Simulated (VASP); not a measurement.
# ScH3 (I4/mmm) in VASP: single point with PBEsol

Aim: the single point of ScH3 with PBEsol.

Everything below comes from runs of VASP 6.6.1. Logs are shortened: lines on timing, memory, paths and dates and some standing lists are left out, and cuts for length are marked.

**1. The cell of the first run**

It takes space group I4/mmm (No. 139, tetragonal). The conventional cell has a = 3.322 Å, b = 3.322 Å, c = 4.888 Å, α = 90.00°, β = 90.00°, γ = 90.00°. Within 2.7 Å of Sc (site symmetry 4/mmm) lie 14 H at 2.06 to 2.44 Å. Within 2.7 Å of H (site symmetry -4m2) lie 4 Sc at 2.06 Å and 10 H at 2.06 to 2.44 Å. Within 2.7 Å of H (site symmetry 4/mmm) lie 8 H at 2.06 Å and 6 Sc at 2.35 to 2.44 Å.

**2. Single point, PBEsol**

Contents of INCAR:

```
  PREC = Accurate
  ENCUT = 520
  EDIFF = 1E-6
  ISMEAR = 0
  SIGMA = 0.05
  LREAL = False
  LASPH = True
  NELM = 60
  ALGO = Normal
  ISIF = 2
  LWAVE = False
  LCHARG = False
  GGA = PS
  NBANDS = 15
```

Contents of KPOINTS:

```
regular mesh
0
Gamma
  10 10 10
```

Contents of POSCAR:

```
ScH3
1.0
   -1.6607759800      1.6607759800      2.4438237600
    1.6607759800     -1.6607759800      2.4438237600
    1.6607759800      1.6607759800     -2.4438237600
Sc H
1 3
Direct
    0.0000000000      0.0000000000      0.0000000000
    0.7500000000      0.2500000000      0.5000000000
    0.2500000000      0.7500000000      0.5000000000
    0.5000000000      0.5000000000      0.0000000000
```

Potentials or basis: VASP PAW PBE potentials, release 64 (Sc_sv, H).

On the command line:

```sh
$ cat potpaw_PBE.64/Sc_sv/POTCAR potpaw_PBE.64/H/POTCAR > POTCAR
$ mpirun -np 1 vasp_std > vasp.out
```

OUTCAR:

```text
PREC = Accurate
   ENCUT = 520
   EDIFF = 1E-6
   ISMEAR = 0
   LREAL = False
   LASPH = True
   NELM = 60
   ISIF = 2
   GGA = PS

 ion  position               nearest neighbor table
   1  0.000  0.000  0.000-   2 2.06   3 2.06   2 2.06   3 2.06   2 2.06   3 2.06   2 2.06   3 2.06

   2  0.750  0.250  0.500-   1 2.06   1 2.06   1 2.06   1 2.06
   3  0.250  0.750  0.500-   1 2.06   1 2.06   1 2.06   1 2.06
   4  0.500  0.500  0.000-

  LATTYP: Found a body centered tetragonal cell.
 ALAT       =     3.3215519600
 C/A-ratio  =     1.4714951260

  Lattice vectors:

 A1 = (  -1.6607759800,   1.6607759800,   2.4438237600)
 A2 = (   1.6607759800,  -1.6607759800,   2.4438237600)
 A3 = (   1.6607759800,   1.6607759800,  -2.4438237600)

Analysis of symmetry for initial positions (statically):
=====================================================================
 Subroutine PRICEL returns:
 Original cell was already a primitive cell.

 Routine SETGRP: Setting up the symmetry group for a
 body centered tetragonal supercell.

 Subroutine GETGRP returns: Found 16 space group operations
 (whereof 16 operations were pure point group operations)
 out of a pool of 16 trial point group operations.

The static configuration has the point symmetry D_4h.

Analysis of symmetry for dynamics (positions and initial velocities):
=====================================================================
 Subroutine PRICEL returns:
 Original cell was already a primitive cell.

 Routine SETGRP: Setting up the symmetry group for a
 body centered tetragonal supercell.

 Subroutine GETGRP returns: Found 16 space group operations
 (whereof 16 operations were pure point group operations)
 out of a pool of 16 trial point group operations.

The dynamic configuration has the point symmetry D_4h.

 Subroutine INISYM returns: Found 16 space group operations
 (whereof 16 operations are pure point group operations),
 and found     1 'primitive' translations

----------------------------------------------------------------------------------------

                                     Primitive cell

  volume of cell :      26.9620

  direct lattice vectors                    reciprocal lattice vectors
    -1.660775980  1.660775980  2.443823760     0.000000000  0.301064085  0.204597405
     1.660775980 -1.660775980  2.443823760     0.301064085  0.000000000  0.204597405
     1.660775980  1.660775980 -2.443823760     0.301064085  0.301064085  0.000000000

  length of vectors
     3.389487908  3.389487908  3.389487908     0.364005057  0.364005057  0.425768911

  position of ions in fractional coordinates (direct lattice)
     0.000000000  0.000000000  0.000000000
     0.750000000  0.250000000  0.500000000
     0.250000000  0.750000000  0.500000000
     0.500000000  0.500000000  0.000000000

  ion indices of the primitive-cell ions
   primitive index   ion index
                 1           1
                 2           2
                 3           3
                 4           4

----------------------------------------------------------------------------------------

 KPOINTS: regular mesh

Automatic generation of k-mesh.
 Grid dimensions read from file:
 generate k-points for:   10   10   10

 Generating k-lattice:

  Cartesian coordinates                     Fractional coordinates (reciprocal lattice)
     0.000000000  0.030106408  0.020459741     0.100000000 -0.000000000  0.000000000
     0.030106408  0.000000000  0.020459741    -0.000000000  0.100000000  0.000000000
     0.030106408  0.030106408  0.000000000     0.000000000  0.000000000  0.100000000

  Length of vectors
     0.036400506  0.036400506  0.042576891

  Shift w.r.t. Gamma in fractional coordinates (k-lattice)
     0.000000000  0.000000000  0.000000000

 Subroutine IBZKPT returns following result:
 ===========================================

 Found    102 irreducible k-points:

 Following reciprocal coordinates:
            Coordinates               Weight
  0.000000  0.000000  0.000000      1.000000
  0.100000  0.000000 -0.000000      8.000000
  0.200000  0.000000 -0.000000      8.000000
  0.300000  0.000000  0.000000      8.000000
  0.400000 -0.000000  0.000000      8.000000
  0.500000  0.000000 -0.000000      4.000000
[... 16 lines left out ...]
  0.300000  0.300000  0.000000      8.000000
  0.400000  0.300000  0.000000     16.000000
 [... further k-points ...]
   k-points           NKPTS =    102   k-points in BZ     NKDIM =    102   number of bands    NBANDS=     15
   number of dos      NEDOS =    301   number of ions     NIONS =      4
   total plane-waves  NPLWV =  21952
   dimension x,y,z NGX =    28 NGY =   28 NGZ =   28
   dimension x,y,z NGXF=    56 NGYF=   56 NGZF=   56
   ions per type =               1   3
   NGX,Y,Z   is equivalent  to a cutoff of  13.73, 13.73, 13.73 a.u.
   NGXF,Y,Z  is equivalent  to a cutoff of  27.47, 27.47, 27.47 a.u.
 SYSTEM =  unknown system
   PREC   = accura    normal or accurate (medium, high low for compatibility)
   ISTART =      0    job   : 0-new  1-cont  2-samecut
   ICHARG =      2    charge: 1-file 2-atom 10-const
   ISPIN  =      1    spin polarized calculation?
   LNONCOLLINEAR =      F non collinear calculations
   LSORBIT =      F    spin-orbit coupling
   LASPH  =      T    aspherical Exc in radial PAW
   ENCUT  =  520.0 eV  38.22 Ry    6.18 a.u.   6.30  6.30  6.30*2*pi/ulx,y,z
   NELM   =     60;   NELMIN=  2; NELMDL= -5     # of ELM steps
   EDIFF  = 0.1E-05   stopping-criterion for ELM
   LREAL  =      F    real-space projection
   EDIFFG = 0.1E-04   stopping-criterion for IOM
   NSW    =      0    number of steps for IOM
   IBRION =     -1    ionic relax: 0-MD 1-quasi-New 2-CG
   NFREE  =      0    steps in history (QN), initial steepest desc. (CG)
   ISIF   =      2    stress and relaxation
   ISYM   =      2    0-nonsym 1-usesym 2-fastsym
   POTIM  = 0.5000    time-step for ionic-motion
   TEBEG  =    0.0;   TEEND  =   0.0 temperature during run
   PSTRESS=    0.0 pullay stress
   NELECT =      14.0000    total number of electrons
   NUPDOWN=      -1.0000    fix difference up-down
   EMIN   =  10.00;   EMAX   =-10.00  energy-range for DOS
   EFERMI =   0.00;   METHOD = LEGACY
   ISMEAR =     0;   SIGMA  =   0.05  broadening in eV -4-tet -1-fermi 0-gaus
   EFERMI_NEDOS =   21; number of points for ismear=-14 and -15
   IALGO  =     38    algorithm
   IMIX   =      4    mixing-type and parameters
     AMIX     =   0.40;   BMIX     =  1.00
     AMIX_MAG =   1.60;   BMIX_MAG =  1.00
  volume/ion in A,a.u.               =       6.74        45.49
  Fermi-wavevector in a.u.,A,eV,Ry     =   1.315831  2.486560 23.557287  1.731412
  Thomas-Fermi vector in A             =   2.445986
   LORBIT       =      0    0 simple, 1 ext, 2 COOP (PROOUT), +10 PAW based schemes
   GGA     = PS    functional components
   LHFCALC =     F    Hartree Fock is set to
   AEXX    =    0.0000 exact exchange contribution
   IVDW    =     0    specifies the selected vdW correction
   LEPSILON=     F    determine dielectric tensor
   LRPA    =     F    only Hartree local field effects (RPA)
 non-spin polarized calculation
 Gauss-broadening in eV      SIGMA  =   0.05
  energy-cutoff  :      520.00
  volume of cell :       26.96
 maximum number of plane-waves:       744
 NGX is ok and might be reduce to    28
   NGX = 13   NGY = 13   NGZ = 13

 number of electron      14.0000000 magnetization

 Free energy of the ion-electron system (eV)
  ---------------------------------------------------
  ext. energy  EPLUGINS =         0.00000000
  ---------------------------------------------------
  free energy    TOTEN  =       -18.53990685 eV

  energy without entropy =      -18.53834533  energy(sigma->0) =      -18.53912609

 E-fermi :   5.3651     XC(G=0): -11.2128

 val. band max:        5.3564426244   @ k =   0.5000   0.1000   0.0000
 cond. band min:       5.3903640784   @ k =   0.4000   0.1000   0.0000
 fundamental gap:      0.0339214540
 Fermi energy:         5.3650605920

 k-point     1 :       0.0000    0.0000    0.0000
  band No.  band energies     occupation
      1     -44.6918      2.00000
      2     -23.2774      2.00000
      3     -23.2546      2.00000
      4     -23.2546      2.00000
      5      -5.8849      2.00000
      6       4.8064      2.00000
      7       5.2500      1.99887
      8       5.4552      0.01083
      9       5.4552      0.01083
     10       6.7606      0.00000
     11       7.2717      0.00000
     12       8.2725      0.00000
     13      16.5064      0.00000
     14      17.0454      0.00000
     15      17.0454      0.00000

 k-point     2 :       0.1000    0.0000   -0.0000
  band No.  band energies     occupation
      1     -44.6870      2.00000
      2     -23.3036      2.00000
      3     -23.2720      2.00000
      4     -23.2581      2.00000
      5      -5.6619      2.00000
      6       3.4336      2.00000
      7       5.3965      0.37391
      8       5.5483      0.00000
      9       6.6109      0.00000
     10       6.9209      0.00000
     11       7.1670      0.00000
     12       7.9251      0.00000
     13      16.7063      0.00000
     14      17.1075      0.00000
     15      17.2763      0.00000

 k-point     3 :       0.2000    0.0000   -0.0000
  band No.  band energies     occupation
      1     -44.6746      2.00000
      2     -23.3996      2.00000
      3     -23.2885      2.00000
      4     -23.2671      2.00000
      5      -5.0259      2.00000
      6       2.0057      2.00000
      7       5.4994      0.00015
      8       5.7121      0.00000
      9       6.3201      0.00000
     10       7.0346      0.00000
     11       7.1233      0.00000
     12       8.9274      0.00000
     13      15.8179      0.00000
     14      17.4555      0.00000
     15      17.7350      0.00000
[... 343 lines left out ...]
 k-point    23 :       0.3000    0.3000    0.0000
  band No.  band energies     occupation
      1     -44.6328      2.00000
      2     -23.5332      2.00000
      3     -23.4706      2.00000
      4     -23.3379      2.00000
      5      -1.9386      2.00000
      6       0.0999      2.00000
      7       1.0037      2.00000
      8       6.2041      0.00000
      9       7.1749      0.00000
     10       8.3122      0.00000
     11       9.6406      0.00000
     12      10.0090      0.00000
     13      11.3458      0.00000
     14      14.9133      0.00000
     15      16.6540      0.00000

 k-point    24 :       0.4000    0.3000    0.0000
  band No.  band energies     occupation
      1     -44.6281      2.00000
      2     -23.5544      2.00000
      3     -23.4687      2.00000
      4     -23.3578      2.00000
      5      -1.1945      2.00000
      6      -0.5437      2.00000
      7       0.7703      2.00000
      8       6.4094      0.00000
      9       7.6848      0.00000
     10       8.1661      0.00000
     11       9.2988      0.00000
     12       9.9346      0.00000
     13      11.8014      0.00000
     14      13.5237      0.00000
     15      18.0826      0.00000

 [... further k-points ...]
[... 5 lines left out ...]
  --------------------------------------------------------------------------------------
  -------------------------------------------------------------------------------------
  Total       -0.5691137     -0.5691137     -0.6877598      0.0000000     -0.0000000      0.0000000
  in kB      -33.8187595    -33.8187595    -40.8691267      0.0000000     -0.0000000      0.0000000
  external PRESSURE =     -36.1688819 kB  Pullay stress =       0.0000000 kB

 VOLUME and BASIS-vectors are now :
 -----------------------------------------------------------------------------
  energy-cutoff  :      520.00
  volume of cell :       26.96
      direct lattice vectors                 reciprocal lattice vectors
    -1.660775980  1.660775980  2.443823760     0.000000000  0.301064085  0.204597405
     1.660775980 -1.660775980  2.443823760     0.301064085  0.000000000  0.204597405
     1.660775980  1.660775980 -2.443823760     0.301064085  0.301064085  0.000000000

 POSITION                                       TOTAL-FORCE (eV/Angst)
 -----------------------------------------------------------------------------------
      0.00000      0.00000      0.00000        -0.000000      0.000000      0.000000
      0.00000      1.66078      1.22191         0.000000      0.000000      0.000000
      1.66078      0.00000      1.22191        -0.000000     -0.000000     -0.000000
      0.00000      0.00000      2.44382        -0.000000      0.000000      0.000000
 -----------------------------------------------------------------------------------
    total drift:                               -0.000000     -0.000000      0.000000

  FREE ENERGIE OF THE ION-ELECTRON SYSTEM (eV)
  ---------------------------------------------------
  free  energy   TOTEN  =       -18.5399068530 eV

  energy  without entropy=      -18.5383453310  energy(sigma->0) =      -18.53912609
```

It took 46 s on 1 thread of Intel Xeon Platinum 8259CL at 2.50GHz (Skylake/Cascade Lake), shared host; peak memory 0.18 GiB.

Results:

```
Free energy            : -18.5399 eV
Pressure               : -3.6 GPa
Band gap on the k mesh : zero (band 7 reaches 5.59 eV, above the bottom of band 8 at 5.20 eV)
```

Levels at points of the mesh, in eV from the Fermi level:
```tsv
k point	band 4	band 5	band 6	band 7	band 8	band 9	band 10	band 11
(0.00, 0.00, 0.00)	-28.62	-11.25	-0.56	-0.12	0.09	0.09	1.40	1.91
(0.50, 0.00, 0.00)	-28.66	-7.17	-6.96	-0.24	-0.16	0.04	2.52	2.65
(0.50, 0.50, 0.00)	-28.76	-6.33	-5.82	-5.36	2.64	2.66	2.91	4.95
(0.50, 0.50, 0.50)	-28.73	-6.41	-5.80	-5.52	2.69	2.77	2.77	4.63
```

Caveat: the PAW data sets were made with another functional, which shifts forces and pressure a little.
